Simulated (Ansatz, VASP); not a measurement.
**AgCl in VASP and in Ansatz**

```
Ag Cl
1.0
     0.04465    2.63519    2.63519
     2.79669   -0.14407    2.82390
     2.79669    2.82390   -0.14407
Ag Cl
1 1
Direct
  0.49384 0.50538 0.50538
  0.00616 0.99462 0.99462
```

Alike in both runs: task single point; functional PBE; k mesh 8 × 8 × 8; occupations gaussian, width 0.02 eV; no spin polarisation.

|  | VASP | Ansatz |
| --- | --- | --- |
| version | VASP 6.6.1 | Ansatz 0.2.0 |
| potentials or method | VASP PAW PBE potentials, release 64 (Ag, Cl), cutoff 520 eV | scalar-relativistic, plane waves, PAW |
| valence electrons in the cell | 18 | 26 |

```tsv
	VASP	Ansatz	Ansatz less VASP
gap on the k mesh at the Fermi level (eV)	0.83	0.84	+0.002
least direct gap on the mesh (eV)	2.77	2.77	-0.002
pressure (GPa)	0.5	0.6	+0.14
traceless stress, the component that is largest in VASP (GPa)	0.74	0.74	-0.004
rms of the force components (eV/Å)	0.039	0.039	+0.0006
```

Atom by atom the forces differ by 0.001 eV/Å (rms over components). VASP's potentials hold 18 valence electrons a cell and Ansatz's 26, so a difference there can come from the potentials and not from the codes.
